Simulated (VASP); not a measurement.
# Cd (Im-3m) in VASP: single point with PBE

Aim: the single point of Cd with PBE.

Everything below comes from runs of VASP 6.6.1. Logs are shortened: lines on timing, memory, paths and dates and some standing lists are left out, and cuts for length are marked.

### 1 The cell of the first run

Symmetry: Im-3m, No. 229, cubic system. The conventional cell has a = 3.596 Å, b = 3.596 Å, c = 3.596 Å, α = 90.00°, β = 90.00°, γ = 90.00°. Within 4.1 Å of Cd (site symmetry m-3m) lie 14 Cd at 3.11 to 3.60 Å.

This isn't the form of Cd at room conditions, which is hcp.

### 2 Single point, PBE, non-collinear spin, zero start, spin-orbit coupling

Input file POSCAR:

```
Cd
1.0
   -1.7981874867      1.7981874867      1.7981874867
    1.7981874867     -1.7981874867      1.7981874867
    1.7981874867      1.7981874867     -1.7981874867
Cd
1
Direct
    0.0000000000      0.0000000000      0.0000000000
```

Input file INCAR.step1:

```
ALGO = Normal
EDIFF = 1E-6
ENCUT = 520
GGA = PE
GGA_COMPAT = False
ISIF = 2
ISMEAR = 0
LASPH = True
LCHARG = True
LORBMOM = True
LREAL = False
LSORBIT = True
LWAVE = False
MAGMOM = 0 0 0
NBANDS = 23
NELM = 150
PREC = Accurate
SIGMA = 0.05
```

Input file KPOINTS.step1:

```
k-points
0
Gamma
  16 16 16
```

Input file INCAR.step2:

```
ALGO = Normal
EDIFF = 1E-6
ENCUT = 520
GGA = PE
GGA_COMPAT = False
ICHARG = 11
ISIF = 2
ISMEAR = -5
LASPH = True
LCHARG = False
LORBIT = 11
LORBMOM = True
LREAL = False
LSORBIT = True
LWAVE = False
MAGMOM = 0 0 0
NBANDS = 23
NEDOS = 2001
NELM = 150
PREC = Accurate
SIGMA = 0.05
```

Input file KPOINTS.step2:

```
k-points
0
Gamma
  24 24 24
```

Potentials or basis: VASP PAW PBE potentials, release 64 (Cd).

Launch:

```console
> cat potpaw_PBE.64/Cd/POTCAR > POTCAR
> cp INCAR.step1 INCAR
> cp KPOINTS.step1 KPOINTS
> mpirun -np 1 vasp_ncl > vasp.out
> cp INCAR.step2 INCAR
> cp KPOINTS.step2 KPOINTS
> mpirun -np 1 vasp_ncl > vasp.out
```

OUTCAR:

```text
EDIFF = 1E-6
   ENCUT = 520
   GGA = PE
   ICHARG = 11
   ISIF = 2
   ISMEAR = -5
   LASPH = True
   LORBIT = 11
   LREAL = False
   LSORBIT = True
   NELM = 150
   PREC = Accurate

 ion  position               nearest neighbor table
   1  0.000  0.000  0.000-

  LATTYP: Found a body centered cubic cell.
 ALAT       =     3.5963749734

  Lattice vectors:

 A1 = (  -1.7981874867,   1.7981874867,   1.7981874867)
 A2 = (   1.7981874867,  -1.7981874867,   1.7981874867)
 A3 = (   1.7981874867,   1.7981874867,  -1.7981874867)

Analysis of symmetry for initial positions (statically):
=====================================================================
 Subroutine PRICEL returns:
 Original cell was already a primitive cell.

 Routine SETGRP: Setting up the symmetry group for a
 body centered cubic supercell.

 Subroutine GETGRP returns: Found 48 space group operations
 (whereof 48 operations were pure point group operations)
 out of a pool of 48 trial point group operations.

The static configuration has the point symmetry O_h .

Analysis of symmetry for dynamics (positions and initial velocities):
=====================================================================
 Subroutine PRICEL returns:
 Original cell was already a primitive cell.

 Routine SETGRP: Setting up the symmetry group for a
 body centered cubic supercell.

 Subroutine GETGRP returns: Found 48 space group operations
 (whereof 48 operations were pure point group operations)
 out of a pool of 48 trial point group operations.

The dynamic configuration has the point symmetry O_h .

Analysis of structural, dynamic, and magnetic symmetry:
=====================================================================
 Subroutine PRICEL returns:
 Original cell was already a primitive cell.

 Routine SETGRP: Setting up the symmetry group for a
 body centered cubic supercell.

 Subroutine GETGRP returns: Found 48 space group operations
 (whereof 48 operations were pure point group operations)
 out of a pool of 48 trial point group operations.

The overall configuration has the point symmetry O_h .

 Subroutine INISYM returns: Found 48 space group operations
 (whereof 48 operations are pure point group operations),
 and found     1 'primitive' translations

----------------------------------------------------------------------------------------

                                     Primitive cell

  volume of cell :      23.2576

  direct lattice vectors                    reciprocal lattice vectors
    -1.798187487  1.798187487  1.798187487     0.000000000  0.278057769  0.278057769
     1.798187487 -1.798187487  1.798187487     0.278057769  0.000000000  0.278057769
     1.798187487  1.798187487 -1.798187487     0.278057769  0.278057769  0.000000000

  length of vectors
     3.114552088  3.114552088  3.114552088     0.393233067  0.393233067  0.393233067

  position of ions in fractional coordinates (direct lattice)
     0.000000000  0.000000000  0.000000000

  ion indices of the primitive-cell ions
   primitive index   ion index
                 1           1

----------------------------------------------------------------------------------------

 KPOINTS: k-points

Automatic generation of k-mesh.
 Grid dimensions read from file:
 generate k-points for:   24   24   24

 Generating k-lattice:

  Cartesian coordinates                     Fractional coordinates (reciprocal lattice)
     0.000000000  0.011585740  0.011585740     0.041666667  0.000000000  0.000000000
     0.011585740  0.000000000  0.011585740     0.000000000  0.041666667  0.000000000
     0.011585740  0.011585740  0.000000000     0.000000000  0.000000000  0.041666667

  Length of vectors
     0.016384711  0.016384711  0.016384711
[... 46 lines left out ...]
 SYSTEM =  unknown system
   PREC   = accura    normal or accurate (medium, high low for compatibility)
   ISTART =      0    job   : 0-new  1-cont  2-samecut
   ICHARG =     11    charge: 1-file 2-atom 10-const
   ISPIN  =      1    spin polarized calculation?
   LNONCOLLINEAR =      T non collinear calculations
   LSORBIT =      T    spin-orbit coupling
   LASPH  =      T    aspherical Exc in radial PAW
   ENCUT  =  520.0 eV  38.22 Ry    6.18 a.u.   5.79  5.79  5.79*2*pi/ulx,y,z
   NELM   =    150;   NELMIN=  2; NELMDL=  0     # of ELM steps
   EDIFF  = 0.1E-05   stopping-criterion for ELM
   LREAL  =      F    real-space projection
   EDIFFG = 0.1E-04   stopping-criterion for IOM
   NSW    =      0    number of steps for IOM
   IBRION =     -1    ionic relax: 0-MD 1-quasi-New 2-CG
   NFREE  =      0    steps in history (QN), initial steepest desc. (CG)
   ISIF   =      2    stress and relaxation
   ISYM   =      2    0-nonsym 1-usesym 2-fastsym
   POTIM  = 0.5000    time-step for ionic-motion
   TEBEG  =    0.0;   TEEND  =   0.0 temperature during run
   PSTRESS=    0.0 pullay stress
   NELECT =      12.0000    total number of electrons
   NUPDOWN=      -1.0000    fix difference up-down
   EMIN   =  10.00;   EMAX   =-10.00  energy-range for DOS
   EFERMI =   0.00;   METHOD = LEGACY
   ISMEAR =    -5;   SIGMA  =   0.05  broadening in eV -4-tet -1-fermi 0-gaus
   EFERMI_NEDOS =   21; number of points for ismear=-14 and -15
   IALGO  =     38    algorithm
   IMIX   =      4    mixing-type and parameters
     AMIX     =   0.40;   BMIX     =  1.00
     AMIX_MAG =   1.60;   BMIX_MAG =  1.00
  volume/ion in A,a.u.               =      23.26       156.95
  Fermi-wavevector in a.u.,A,eV,Ry     =   1.313047  2.481299 23.457702  1.724092
  Thomas-Fermi vector in A             =   2.443397
   LORBIT       =     11    0 simple, 1 ext, 2 COOP (PROOUT), +10 PAW based schemes
   GGA     = PE    functional components
   LHFCALC =     F    Hartree Fock is set to
   AEXX    =    0.0000 exact exchange contribution
   IVDW    =     0    specifies the selected vdW correction
   LEPSILON=     F    determine dielectric tensor
   LRPA    =     F    only Hartree local field effects (RPA)
 Fermi weights with tetrahedron method with Bloechl corrections
  energy-cutoff  :      520.00
  volume of cell :       23.26
 maximum number of plane-waves:      1284

 number of electron      12.0000008 magnetization       0.0000000      0.0000000      0.0000000

 Free energy of the ion-electron system (eV)
  ---------------------------------------------------
  ext. energy  EPLUGINS =         0.00000000
  ---------------------------------------------------
  free energy    TOTEN  =        -0.71779939 eV

  energy without entropy =       -0.71779939  energy(sigma->0) =       -0.71779939

 E-fermi :   2.4553     XC(G=0): -10.6560

 val. band max:        2.5963483061   @ k =  -0.4583  -0.4583   0.2083
 cond. band min:       2.2649072240   @ k =  -0.4583  -0.4583   0.1667
 fundamental gap:     -0.3314410822
 Fermi energy:         2.4552717769

 k-point     1 :       0.0000    0.0000    0.0000
  band No.  band energies     occupation
      1      -6.9293      1.00000
      2      -6.9293      1.00000
      3      -6.9293      1.00000
      4      -6.9293      1.00000
      5      -6.3862      1.00000
      6      -6.3862      1.00000
[... 613 lines left out ...]
     22      16.5449      0.00000
     23      22.7985      0.00000

 [... further k-points ...]

------------------------ aborting loop because EDIFF is reached ----------------------------------------

  FORCE on cell =-STRESS in cart. coord.  units (eV):
  Direction    XX          YY          ZZ          XY          YZ          ZX
  --------------------------------------------------------------------------------------
  -------------------------------------------------------------------------------------
  Total        0.0924425      0.0924425      0.0924425     -0.0000000     -0.0000000      0.0000000
  in kB        6.3682094      6.3682094      6.3682094     -0.0000000     -0.0000000      0.0000000
  external PRESSURE =       6.3682094 kB  Pullay stress =       0.0000000 kB

 VOLUME and BASIS-vectors are now :
 -----------------------------------------------------------------------------
  energy-cutoff  :      520.00
  volume of cell :       23.26
      direct lattice vectors                 reciprocal lattice vectors
    -1.798187487  1.798187487  1.798187487     0.000000000  0.278057769  0.278057769
     1.798187487 -1.798187487  1.798187487     0.278057769  0.000000000  0.278057769
     1.798187487  1.798187487 -1.798187487     0.278057769  0.278057769  0.000000000

 POSITION                                       TOTAL-FORCE (eV/Angst)
 -----------------------------------------------------------------------------------
      0.00000      0.00000      0.00000        -0.000000      0.000000     -0.000000
 -----------------------------------------------------------------------------------
    total drift:                               -0.000000     -0.000000      0.000000

  FREE ENERGIE OF THE ION-ELECTRON SYSTEM (eV)
  ---------------------------------------------------
  free  energy   TOTEN  =        -0.7177993914 eV

  energy  without entropy=       -0.7177993914  energy(sigma->0) =       -0.71779939

 orbital moment (x)

 # of ion     p       d       tot
 ----------------------------------------
  1         0.000  -0.000  -0.000
 ----------------------------------------
            0.000  -0.000  -0.000

 orbital moment (y)

 # of ion     p       d       tot
 ----------------------------------------
  1        -0.000   0.000   0.000
 ----------------------------------------
           -0.000   0.000   0.000

 orbital moment (z)

 # of ion     p       d       tot
 ----------------------------------------
  1         0.000   0.000   0.000
 ----------------------------------------
            0.000   0.000   0.000

 Spin-Orbit-Coupling matrix elements

 Ion:    1  E_soc:     -0.0563377
 l=   1
     0.0000000    -0.0023171    -0.0023171
    -0.0023171     0.0000000    -0.0023171
    -0.0023171    -0.0023171     0.0000000
 l=   2
     0.0000000    -0.0014377     0.0000000    -0.0014377    -0.0056349
    -0.0014377     0.0000000    -0.0042262    -0.0014377    -0.0014087
     0.0000000    -0.0042262     0.0000000    -0.0042262     0.0000000
    -0.0014377    -0.0014377    -0.0042262     0.0000000    -0.0014087
    -0.0056349    -0.0014087     0.0000000    -0.0014087     0.0000000
 l=   3
     0.0000000     0.0000000     0.0000000     0.0000000     0.0000000     0.0000000     0.0000000
     0.0000000     0.0000000     0.0000000     0.0000000     0.0000000     0.0000000     0.0000000
     0.0000000     0.0000000     0.0000000     0.0000000     0.0000000     0.0000000     0.0000000
     0.0000000     0.0000000     0.0000000     0.0000000     0.0000000     0.0000000     0.0000000
     0.0000000     0.0000000     0.0000000     0.0000000     0.0000000     0.0000000     0.0000000
     0.0000000     0.0000000     0.0000000     0.0000000     0.0000000     0.0000000     0.0000000
     0.0000000     0.0000000     0.0000000     0.0000000     0.0000000     0.0000000     0.0000000

 total charge

# of ion       s       p       d       tot
------------------------------------------
    1        0.551   0.242   9.495  10.288

 magnetization (x)

# of ion       s       p       d       tot
------------------------------------------
    1        0.000  -0.000  -0.000  -0.000

 magnetization (y)

# of ion       s       p       d       tot
------------------------------------------
    1       -0.000  -0.000  -0.000  -0.000

 magnetization (z)

# of ion       s       p       d       tot
------------------------------------------
    1        0.000   0.000   0.000   0.000
```

Run time: 8.9 min. Hardware: 1 thread of AMD EPYC, shared host; peak memory 0.42 GiB.

What came out:

```yaml
Net_moment: 0.00 μB per cell
Valence_electrons_inside_the_program's_atomic_spheres: Cd 10.29
```

Moments on the atoms (μB; x, y, z):
```
Cd  0.00 0.00 0.00
```
